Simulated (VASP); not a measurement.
# Ti3SiN3 in VASP: single point with PBE

Aim: the single point of Ti3SiN3 with PBE.

Program: VASP 6.6.1. These are calculated values, not measurements. Logs are shortened: lines on timing, memory, paths and dates and some standing lists are left out, and cuts for length are marked.

## (1) The cell of the first run

The cell holds a slab with vacuum, 7 atoms: a = 3.003 Å, b = 3.003 Å, c = 19.758 Å, α = 90.00°, β = 90.00°, γ = 90.00°.

## (2) Single point, PBE

Input file INCAR:

```
SYSTEM = Ti3SiN3
  PREC = Accurate
  ENCUT = 520
  EDIFF = 1E-6
  ISMEAR = 0
  SIGMA = 0.1
  LREAL = .False.
  LASPH = .True.
  NELM = 80
  ALGO = Normal
  ISIF = 2
  LWAVE = .False.
  LCHARG = .True.
  LDIPOL = .True.
  IDIPOL = 3
  DIPOL = 0.5 0.5 0.340
  GGA = PE
  LELF = .True.
  LVHAR = .True.
  LVACPOTAV = .True.
  NBANDS = 36
```

Input file KPOINTS:

```
regular mesh
0
Gamma
  9 9 1
  0 0 0
```

Input file POSCAR:

```
Ti3SiN3
1.0
    3.0028555065      0.0000000000      0.0000000000
    0.0000000000      3.0028555065      0.0000000000
    0.0000000000      0.0000000000     19.7584945265
Ti N Si
3 3 1
Direct
    0.5000000000      0.5000000000      0.2024445736
    0.0000000000      0.0000000000      0.3072496201
    0.5000000000      0.5000000000      0.4076776418
    0.0000000000      0.0000000000      0.2024445736
    0.5000000000      0.5000000000      0.3055678856
    0.0000000000      0.0000000000      0.4179718508
    0.0000000000      0.5000000000      0.5342943831
```

Potentials or basis: VASP PAW PBE potentials, release 64 (Ti_sv, N, Si).

Launch:

```console
cat potpaw_PBE.64/Ti_sv/POTCAR potpaw_PBE.64/N/POTCAR potpaw_PBE.64/Si/POTCAR > POTCAR
mpirun -np 1 vasp_std > vasp.out
```

OUTCAR:

```text
SYSTEM = Ti3SiN3
   PREC = Accurate
   ENCUT = 520
   EDIFF = 1E-6
   ISMEAR = 0
   LREAL = .False.
   LASPH = .True.
   NELM = 80
   ISIF = 2
   GGA = PE

 ion  position               nearest neighbor table
   1  0.500  0.500  0.202-   5 2.04   4 2.12   4 2.12   4 2.12   4 2.12
   2  0.000  0.000  0.307-   4 2.07   5 2.12   5 2.12   5 2.12   5 2.12   6 2.19   3 2.91   3 2.91
                             3 2.91   3 2.91
   3  0.500  0.500  0.408-   5 2.02   6 2.13   6 2.13   6 2.13   6 2.13   2 2.91   2 2.91   2 2.91
                             2 2.91   7 2.92   7 2.92
   4  0.000  0.000  0.202-   2 2.07   1 2.12   1 2.12   1 2.12   1 2.12
   5  0.500  0.500  0.306-   3 2.02   1 2.04   2 2.12   2 2.12   2 2.12   2 2.12
   6  0.000  0.000  0.418-   3 2.13   3 2.13   3 2.13   3 2.13   2 2.19
   7  0.000  0.500  0.534-   3 2.92   3 2.92

  LATTYP: Found a simple tetragonal cell.
 ALAT       =     3.0028555065
 C/A-ratio  =     6.5799018580

  Lattice vectors:

 A1 = (   3.0028555065,   0.0000000000,   0.0000000000)
 A2 = (   0.0000000000,   3.0028555065,   0.0000000000)
 A3 = (   0.0000000000,   0.0000000000,  19.7584945265)

Analysis of symmetry for initial positions (statically):
=====================================================================
 Subroutine PRICEL returns:
 Original cell was already a primitive cell.

 Routine SETGRP: Setting up the symmetry group for a
 simple tetragonal supercell.

 Subroutine GETGRP returns: Found  4 space group operations
 (whereof  4 operations were pure point group operations)
 out of a pool of 16 trial point group operations.

The static configuration has the point symmetry C_2v.

Analysis of symmetry for dynamics (positions and initial velocities):
=====================================================================
 Subroutine PRICEL returns:
 Original cell was already a primitive cell.

 Routine SETGRP: Setting up the symmetry group for a
 simple tetragonal supercell.

 Subroutine GETGRP returns: Found  4 space group operations
 (whereof  4 operations were pure point group operations)
 out of a pool of 16 trial point group operations.

The dynamic configuration has the point symmetry C_2v.

 Subroutine INISYM returns: Found  4 space group operations
 (whereof  4 operations are pure point group operations),
 and found     1 'primitive' translations

----------------------------------------------------------------------------------------

                                     Primitive cell

  volume of cell :     178.1651

  direct lattice vectors                    reciprocal lattice vectors
     3.002855506  0.000000000  0.000000000     0.333016357  0.000000000  0.000000000
     0.000000000  3.002855506  0.000000000     0.000000000  0.333016357  0.000000000
     0.000000000  0.000000000 19.758494527     0.000000000  0.000000000  0.050611143

  length of vectors
     3.002855506  3.002855506 19.758494527     0.333016357  0.333016357  0.050611143

  position of ions in fractional coordinates (direct lattice)
     0.500000000  0.500000000  0.202444574
     0.000000000  0.000000000  0.307249620
     0.500000000  0.500000000  0.407677642
     0.000000000  0.000000000  0.202444574
     0.500000000  0.500000000  0.305567886
     0.000000000  0.000000000  0.417971851
     0.000000000  0.500000000  0.534294383

  ion indices of the primitive-cell ions
   primitive index   ion index
                 1           1
                 2           2
                 3           3
                 4           4
                 5           5
                 6           6
                 7           7

----------------------------------------------------------------------------------------

 KPOINTS: regular mesh

Automatic generation of k-mesh.
 Grid dimensions read from file:
 generate k-points for:    9    9    1

 Generating k-lattice:

  Cartesian coordinates                     Fractional coordinates (reciprocal lattice)
     0.037001817  0.000000000  0.000000000     0.111111111  0.000000000  0.000000000
     0.000000000  0.037001817  0.000000000     0.000000000  0.111111111  0.000000000
     0.000000000  0.000000000  0.050611143     0.000000000  0.000000000  1.000000000

  Length of vectors
     0.037001817  0.037001817  0.050611143

  Shift w.r.t. Gamma in fractional coordinates (k-lattice)
     0.000000000  0.000000000  0.000000000

 Subroutine IBZKPT returns following result:
 ===========================================

 Found     25 irreducible k-points:

 Following reciprocal coordinates:
            Coordinates               Weight
  0.000000  0.000000  0.000000      1.000000
  0.111111  0.000000  0.000000      2.000000
  0.000000  0.111111  0.000000      2.000000
  0.222222  0.000000  0.000000      2.000000
  0.000000  0.222222  0.000000      2.000000
  0.333333  0.000000  0.000000      2.000000
[... 16 lines left out ...]
  0.444444  0.333333  0.000000      4.000000
 -0.333333  0.444444  0.000000      4.000000
   k-points           NKPTS =     25   k-points in BZ     NKDIM =     25   number of bands    NBANDS=     36
   number of dos      NEDOS =    301   number of ions     NIONS =      7
   total plane-waves  NPLWV =  86400
   dimension x,y,z NGX =    24 NGY =   24 NGZ =  150
   dimension x,y,z NGXF=    48 NGYF=   48 NGZF=  300
   ions per type =               3   3   1
   NGX,Y,Z   is equivalent  to a cutoff of  13.29, 13.29, 12.62 a.u.
   NGXF,Y,Z  is equivalent  to a cutoff of  26.57, 26.57, 25.24 a.u.
 SYSTEM =  Ti3SiN3
   PREC   = accura    normal or accurate (medium, high low for compatibility)
   ISTART =      0    job   : 0-new  1-cont  2-samecut
   ICHARG =      2    charge: 1-file 2-atom 10-const
   ISPIN  =      1    spin polarized calculation?
   LNONCOLLINEAR =      F non collinear calculations
   LSORBIT =      F    spin-orbit coupling
   LASPH  =      T    aspherical Exc in radial PAW
   ENCUT  =  520.0 eV  38.22 Ry    6.18 a.u.   5.58  5.58 36.74*2*pi/ulx,y,z
   NELM   =     80;   NELMIN=  2; NELMDL= -5     # of ELM steps
   EDIFF  = 0.1E-05   stopping-criterion for ELM
   LREAL  =      F    real-space projection
   EDIFFG = 0.1E-04   stopping-criterion for IOM
   NSW    =      0    number of steps for IOM
   IBRION =     -1    ionic relax: 0-MD 1-quasi-New 2-CG
   NFREE  =      0    steps in history (QN), initial steepest desc. (CG)
   ISIF   =      2    stress and relaxation
   ISYM   =      2    0-nonsym 1-usesym 2-fastsym
   POTIM  = 0.5000    time-step for ionic-motion
   TEBEG  =    0.0;   TEEND  =   0.0 temperature during run
   PSTRESS=    0.0 pullay stress
   NELECT =      55.0000    total number of electrons
   NUPDOWN=      -1.0000    fix difference up-down
   EMIN   =  10.00;   EMAX   =-10.00  energy-range for DOS
   EFERMI =   0.00;   METHOD = LEGACY
   ISMEAR =     0;   SIGMA  =   0.10  broadening in eV -4-tet -1-fermi 0-gaus
   EFERMI_NEDOS =   21; number of points for ismear=-14 and -15
   IALGO  =     38    algorithm
   IMIX   =      4    mixing-type and parameters
     AMIX     =   0.40;   BMIX     =  1.00
     AMIX_MAG =   1.60;   BMIX_MAG =  1.00
  volume/ion in A,a.u.               =      25.45       171.76
  Fermi-wavevector in a.u.,A,eV,Ry     =   1.106424  2.090838 16.655892  1.224174
  Thomas-Fermi vector in A             =   2.242924
   LORBIT       =      0    0 simple, 1 ext, 2 COOP (PROOUT), +10 PAW based schemes
   GGA     = PE    functional components
   LHFCALC =     F    Hartree Fock is set to
   AEXX    =    0.0000 exact exchange contribution
   IVDW    =     0    specifies the selected vdW correction
   LEPSILON=     F    determine dielectric tensor
   LRPA    =     F    only Hartree local field effects (RPA)
 non-spin polarized calculation
 Gauss-broadening in eV      SIGMA  =   0.10
  energy-cutoff  :      520.00
  volume of cell :      178.17
 maximum number of plane-waves:      4826
 NGX is ok and might be reduce to    24
   NGX = 11   NGY = 11   NGZ = 73

 dipolmoment           0.000000      0.000000     -0.008826 electrons x Angstroem

 number of electron      54.9999999 magnetization

 dipolmoment           0.000000      0.000000      0.105960 electrons x Angstroem

 Free energy of the ion-electron system (eV)
  ---------------------------------------------------
  ext. energy  EPLUGINS =         0.00000000
  ---------------------------------------------------
  free energy    TOTEN  =       -61.34405236 eV

  energy without entropy =      -61.32781960  energy(sigma->0) =      -61.33593598

 E-fermi :   2.4113     XC(G=0):  -6.2583

 val. band max:        2.3837282946   @ k =   0.3333   0.3333   0.0000
 cond. band min:       2.4674591519   @ k =   0.4444   0.2222   0.0000
 fundamental gap:      0.0837308573
 Fermi energy:         2.4113241540

 k-point     1 :       0.0000    0.0000    0.0000
  band No.  band energies     occupation
      1     -55.5392      2.00000
      2     -55.1995      2.00000
      3     -55.1068      2.00000
      4     -32.0008      2.00000
      5     -31.6257      2.00000
      6     -31.6093      2.00000
[... 28 lines left out ...]
     35       4.0068      0.00000
     36       4.0510      0.00000

 k-point     2 :       0.1111    0.0000    0.0000
  band No.  band energies     occupation
      1     -55.5352      2.00000
      2     -55.1933      2.00000
      3     -55.1059      2.00000
      4     -31.9979      2.00000
      5     -31.6838      2.00000
      6     -31.6026      2.00000
[... 28 lines left out ...]
     35       4.2140      0.00000
     36       4.3735      0.00000
[... 817 lines left out ...]
     35       4.7440      0.00000
     36       4.8474      0.00000

 k-point    24 :      -0.3333    0.4444    0.0000
  band No.  band energies     occupation
      1     -55.4831      2.00000
      2     -55.1073      2.00000
      3     -55.0933      2.00000
      4     -31.9429      2.00000
      5     -31.8907      2.00000
      6     -31.8253      2.00000
[... 28 lines left out ...]
     35       4.7624      0.00000
     36       4.7889      0.00000

 [... further k-points ...]

------------------------ aborting loop because EDIFF is reached ----------------------------------------

  FORCE on cell =-STRESS in cart. coord.  units (eV):
  Direction    XX          YY          ZZ          XY          YZ          ZX
  --------------------------------------------------------------------------------------
  -------------------------------------------------------------------------------------
  Total       -5.8460517     -6.0057054      0.9353567      0.0000000      0.0000000      0.0000000
  in kB      -52.5715171    -54.0072281      8.4113386      0.0000000      0.0000000      0.0000000
  external PRESSURE =     -32.7224689 kB  Pullay stress =       0.0000000 kB

 VOLUME and BASIS-vectors are now :
 -----------------------------------------------------------------------------
  energy-cutoff  :      520.00
  volume of cell :      178.17
      direct lattice vectors                 reciprocal lattice vectors
     3.002855506  0.000000000  0.000000000     0.333016357  0.000000000  0.000000000
     0.000000000  3.002855506  0.000000000     0.000000000  0.333016357  0.000000000
     0.000000000  0.000000000 19.758494527     0.000000000  0.000000000  0.050611143

 POSITION                                       TOTAL-FORCE (eV/Angst)
 -----------------------------------------------------------------------------------
      1.50143      1.50143      4.00000         0.000000      0.000000      1.531415
      0.00000      0.00000      6.07079         0.000000      0.000000     -0.043513
      1.50143      1.50143      8.05510         0.000000      0.000000      1.218426
      0.00000      0.00000      4.00000         0.000000      0.000000     -1.601300
      1.50143      1.50143      6.03756         0.000000      0.000000     -0.399560
      0.00000      0.00000      8.25849         0.000000      0.000000     -0.685171
      0.00000      1.50143     10.55685         0.000000      0.000000     -0.020297
 -----------------------------------------------------------------------------------
    total drift:                                0.000000     -0.000000      0.000355

  FREE ENERGIE OF THE ION-ELECTRON SYSTEM (eV)
  ---------------------------------------------------
  free  energy   TOTEN  =       -61.3440523570 eV

  energy  without entropy=      -61.3278195957  energy(sigma->0) =      -61.33593598

 vacuum level on the upper side and lower side of the slab         7.035         4.908
```

It took 8.4 min on 1 thread of Intel Xeon Platinum 8488C (Sapphire Rapids), shared host; peak memory 0.35 GiB.

Results:

```yaml
Free_energy: -61.3441 eV
Largest_force: 1.601 eV/Å
```

Forces in eV/Å, atoms in the order of the input:
```
Ti   0.000  0.000  1.531
Ti   0.000  0.000 -0.044
Ti   0.000  0.000  1.218
N    0.000  0.000 -1.601
N    0.000  0.000 -0.400
N    0.000  0.000 -0.685
Si   0.000  0.000 -0.020
```

Levels at points of the mesh, in eV from the Fermi level:
```csv
k point,band 23,band 24,band 25,band 26,band 27,band 28,band 29,band 30,band 31,band 32
"(0.00, 0.00, 0.00)",-2.54,-2.50,-2.15,-2.10,-1.74,-0.78,-0.53,0.06,0.09,0.69
```
